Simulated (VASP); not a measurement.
Input of a VASP 6.6.1 run:

The input INCAR:

```
SYSTEM = Al2InN3
ALGO = Normal ; EDIFF = 1E-6
ENCUT = 520 ; GGA = PE
ISIF = 2 ; ISMEAR = 0
LASPH = .True. ; LCHARG = .True.
LELF = .True. ; LREAL = .False.
LVHAR = .True. ; LWAVE = .False.
NBANDS = 26 ; NELM = 60
PREC = Accurate ; SIGMA = 0.1
```

File KPOINTS:

```
k-points
0
Gamma
  14 10 6
  0 0 0
```

The input POSCAR:

```
Al2InN3
1.0
    2.8098239980      0.0000000000      0.0000000000
    0.0000000000      3.9923152386      0.0000000000
    0.0000000000      0.0000000000      7.4847380621
Al In N
2 1 3
Direct
    0.0000000000      0.5000000000      0.8383619245
    0.0000000000      0.5000000000      0.1616380755
    0.5000000000      0.5000000000      0.5000000000
    0.5000000000      0.7135186742      0.0000000000
    0.5000000000      0.2864813258      0.0000000000
    0.0000000000      0.0000000000      0.5000000000
```

Potentials or basis: VASP PAW PBE potentials, release 64 (Al, In_d, N).

Command:

```sh
$ cat potpaw_PBE.64/Al/POTCAR potpaw_PBE.64/In_d/POTCAR potpaw_PBE.64/N/POTCAR > POTCAR
$ mpirun -np 1 vasp_std > vasp.out
```

Predict the band gap on the k mesh.

zero (bands 17 and 18 overlap by 1.23 eV).

Predict the largest force.

0.033 eV/Å.

Estimate the pressure.

0.0 GPa.

Stress tensor (GPa, compression positive):
```
-0.04  0.00  0.00
 0.00  0.01  0.00
 0.00  0.00 -0.10
```

Caveat: spin-orbit coupling is left out, which moves the levels of the heavy elements.
